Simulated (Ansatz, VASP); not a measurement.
## ScAl3 in VASP and in Ansatz

Contents of INCAR:

```
SYSTEM = ScAl3
  PREC = Accurate
  ENCUT = 520
  EDIFF = 1E-6
  ISMEAR = 0
  SIGMA = 0.1
  LREAL = .FALSE.
  LASPH = .TRUE.
  NELM = 80
  ALGO = Fast
  ISIF = 2
  LWAVE = .FALSE.
  LCHARG = .TRUE.
  GGA = PE
  LELF = .TRUE.
  LVHAR = .TRUE.
  NBANDS = 18
```

File KPOINTS:

```
regular mesh
0
G
  10 10 10
  0 0 0
```

File POSCAR:

```
ScAl3
1.0
    4.1858477161      0.0000000000      0.0000000000
    0.0000000000      4.1858477161      0.0000000000
    0.0000000000      0.0000000000      4.1858477161
Sc Al
1 3
Direct
    0.0000000000      0.0000000000      0.0000000000
    0.5000000000      0.0000000000      0.5000000000
    0.0000000000      0.5000000000      0.5000000000
    0.5000000000      0.5000000000      0.0000000000
```

Input for Ansatz:

```yaml
crystal:
  lattice:
    - [4.1858477161, 0.0, 0.0]
    - [0.0, 4.1858477161, 0.0]
    - [0.0, 0.0, 4.1858477161]
  atoms:
    - { symbol: Sc, position: [0.0, 0.0, 0.0] }
    - { symbol: Al, position: [0.5, 0.0, 0.5] }
    - { symbol: Al, position: [0.0, 0.5, 0.5] }
    - { symbol: Al, position: [0.5, 0.5, 0.0] }
basis:
  ecutwfc: 420
kpoints:
  mp_grid: { grid: [10, 10, 10] }
hamiltonian:
  xc: pbe
scf:
  occupations: { method: gaussian, width: 0.1 }
output:
  forces: true
  stress: true
  eigenvalues: true
```

Alike in both runs: task single point; functional PBE; k mesh 10 × 10 × 10; occupations gaussian, width 0.1 eV; no spin polarisation.

|  | VASP | Ansatz |
| --- | --- | --- |
| version | VASP 6.6.1 | Ansatz 0.2.0 |
| potentials or method | VASP PAW PBE potentials, release 64 (Sc_sv, Al), cutoff 520 eV | scalar-relativistic, plane waves, PAW |
| valence electrons in the cell | 20 | 20 |

|  | VASP | Ansatz | Ansatz less VASP |
| --- | --- | --- | --- |
| gap on the k mesh at the Fermi level (eV) | none | none | - |
| pressure (GPa) | -4.5 | -4.4 | +0.01 |

A gap of «none» marks a metal or a gap that the smearing closes. The functional is the same, so the differences come from potentials, cutoffs and numerics.
